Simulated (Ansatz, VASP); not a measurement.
TiCo3: VASP beside Ansatz

```
Ti Co
1.0
     3.61400    0.00000    0.00000
     0.00000    3.61400    0.00000
     0.00000    0.00000    3.61400
Ti Co
1 3
Cartesian
  0.0000 0.0000 0.0000
  0.0000 1.8070 1.8070
  1.8070 0.0000 1.8070
  1.8070 1.8070 0.0000
```

Alike in both runs: task single point; functional LDA; k mesh 8 × 8 × 8; occupations gaussian, width 0.05 eV; collinear spin.

|  | VASP | Ansatz |
| --- | --- | --- |
| version | VASP 6.6.1 | Ansatz 0.2.0 |
| potentials or method | VASP PAW LDA potentials, release 64 (Ti_sv, Co), cutoff 520 eV | scalar-relativistic, plane waves, PAW |
| valence electrons in the cell | 39 | 63 |

Ansatz gave:

| Property | Result |
| --- | --- |
| gap on the k mesh at the Fermi level (eV) | none |
| pressure (GPa) | -17.8 |
| net moment per atom (μB) | 0.64 |
| size of the moment on the site where the two differ most (μB) | 1.01 |

Question: Which values does VASP return?

Answer: gap on the k mesh at the Fermi level (eV): none; pressure (GPa): -21.7; net moment per atom (μB): 0.20; size of the moment on the site where the two differ most (μB): 0.31.

The net moments are unlike, so the other rows may belong to different states. LDA's correlation is that of Perdew and Zunger in VASP and of Perdew and Wang (1992) in Ansatz. Site moments also hang on the region over which each program counts them. A gap of «none» marks a metal or a gap that the smearing closes. VASP's potentials hold 39 valence electrons a cell and Ansatz's 63, so a difference there can come from the potentials and not from the codes. Ansatz's warnings: anisotropy in doubt.
